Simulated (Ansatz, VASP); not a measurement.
Cd2Se3S in VASP and in Ansatz

Contents of INCAR:

```
ALGO     = Normal         # electronic algorithm
EDIFF    = 1E-7           # SCF threshold, eV
EDIFFG   = -0.01          # ionic threshold
ENCUT    = 600            # plane-wave cutoff, eV
GGA      = PE             # functional
IBRION   = 2              # ionic algorithm
ISIF     = 3              # what is computed and relaxed
ISMEAR   = 0              # smearing method
LASPH    = True           # aspherical terms in the spheres
LCHARG   = False          # write CHGCAR
LREAL    = False          # projectors in reciprocal space
LWAVE    = False          # write WAVECAR
NELM     = 100            # most SCF steps
NSW      = 100            # ionic steps
PREC     = Accurate       # precision mode
SIGMA    = 0.1            # smearing width, eV
```

The input KPOINTS:

```
k-points
0
Gamma
  6 6 6
```

The input POSCAR:

```
Cd2Se3S
1.0
    3.2320477575      1.8660236428      4.4228568462
   -3.2320477575      1.8660236428      4.4228568462
    0.0000000000     -3.7320472856      4.4228568462
Cd Se S
2 3 1
Direct
    0.8161493257      0.8161493257      0.8161493257
    0.1838506743      0.1838506743      0.1838506743
    0.5000000000      0.5000000000      0.0000000000
    0.0000000000      0.5000000000      0.5000000000
    0.5000000000      0.0000000000      0.5000000000
    0.0000000000      0.0000000000      0.0000000000
```

Input for Ansatz:

```yaml
crystal:
  lattice:
    - [3.2320477575, 1.8660236428, 4.4228568462]
    - [-3.2320477575, 1.8660236428, 4.4228568462]
    - [0.0, -3.7320472856, 4.4228568462]
  atoms:
    - { symbol: Cd, position: [0.8161493257, 0.8161493257, 0.8161493257] }
    - { symbol: Cd, position: [0.1838506743, 0.1838506743, 0.1838506743] }
    - { symbol: Se, position: [0.5, 0.5, 0.0] }
    - { symbol: Se, position: [0.0, 0.5, 0.5] }
    - { symbol: Se, position: [0.5, 0.0, 0.5] }
    - { symbol: S, position: [0.0, 0.0, 0.0] }
basis:
  ecutwfc: 420
kpoints:
  mp_grid: { grid: [6, 6, 6] }
hamiltonian:
  xc: pbe
scf:
  occupations: { method: gaussian, width: 0.1 }
output:
  forces: true
  stress: true
  eigenvalues: true
  write_density: true
  write_potential: true
  elf: true
  volumetric_format: npy
relax:
  adjacent_minimum: "off"
  f_tol: 0.01
  max_steps: 80
  cell: { stress_tol: 0.05 }
```

Alike in both runs: task relaxation of cell and atoms; functional PBE; k mesh 6 × 6 × 6; occupations gaussian, width 0.1 eV; no spin polarisation.

|  | VASP | Ansatz |
| --- | --- | --- |
| version | VASP 6.6.1 | Ansatz 0.2.0 |
| potentials or method | VASP PAW PBE potentials, release 64 (Cd, Se, S), cutoff 600 eV | scalar-relativistic, plane waves, PAW |
| valence electrons in the cell | 48 | 94 |

VASP gave:

```
gap on the k mesh at the Fermi level, each at its own relaxed structure (eV) : none
relaxed volume (Å³/atom)                                                     : 25.54
relaxed cell length with the largest relative difference (Å)                 : 5.882
```

Estimate Ansatz's values.

gap on the k mesh at the Fermi level, each at its own relaxed structure (eV): none; relaxed volume (Å³/atom): 25.49; relaxed cell length with the largest relative difference (Å): 5.871.

A gap of «none» marks a metal or a gap that the smearing closes. VASP's potentials hold 48 valence electrons a cell and Ansatz's 94, so a difference there can come from the potentials and not from the codes.
